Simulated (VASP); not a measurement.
A run of VASP 6.6.1 is set up as follows.

Contents of INCAR:

```
SYSTEM = HfO2
ALGO     = Normal         ! electronic algorithm
EDIFF    = 1E-8           ! SCF threshold, eV
ENCUT    = 520            ! plane-wave cutoff, eV
GGA      = CA             ! functional
ISIF     = 2              ! what is computed and relaxed
ISMEAR   = -1             ! smearing method
LASPH    = .True.         ! aspherical terms in the spheres
LCHARG   = .False.        ! write CHGCAR
LEFG     = .True.       
LREAL    = .False.        ! projectors in reciprocal space
LWAVE    = .False.        ! write WAVECAR
NBANDS   = 18             ! bands
NELM     = 60             ! most SCF steps
PREC     = Accurate       ! precision mode
SIGMA    = 0.01           ! smearing width, eV
```

File KPOINTS:

```
k-points
0
Gamma
  8 8 8
  0 0 0
```

Contents of POSCAR:

```
HfO2
1.0
    0.0000000000      2.5403350533      2.5403350533
    2.5403350533      0.0000000000      2.5403350533
    2.5403350533      2.5403350533      0.0000000000
Hf O
1 2
Direct
    0.0000000000      0.0000000000      0.0000000000
    0.2500000000      0.2500000000      0.2500000000
    0.7500000000      0.7500000000      0.7500000000
```

Potentials or basis: VASP PAW LDA potentials, release 64 (Hf_pv, O).

Launch:

```bash
$ cat potpaw_LDA.64/Hf_pv/POTCAR potpaw_LDA.64/O/POTCAR > POTCAR
$ mpirun -np 1 vasp_std > vasp.out
```

Question: Predict the pressure.

Answer: -15.0 GPa.

Question: What does it give for the band gap on the k mesh?

Answer: 3.58 eV.

Caveat: the cell stands under tension; spin-orbit coupling is left out, which moves the levels of the heavy elements. A k mesh can miss the band edges.
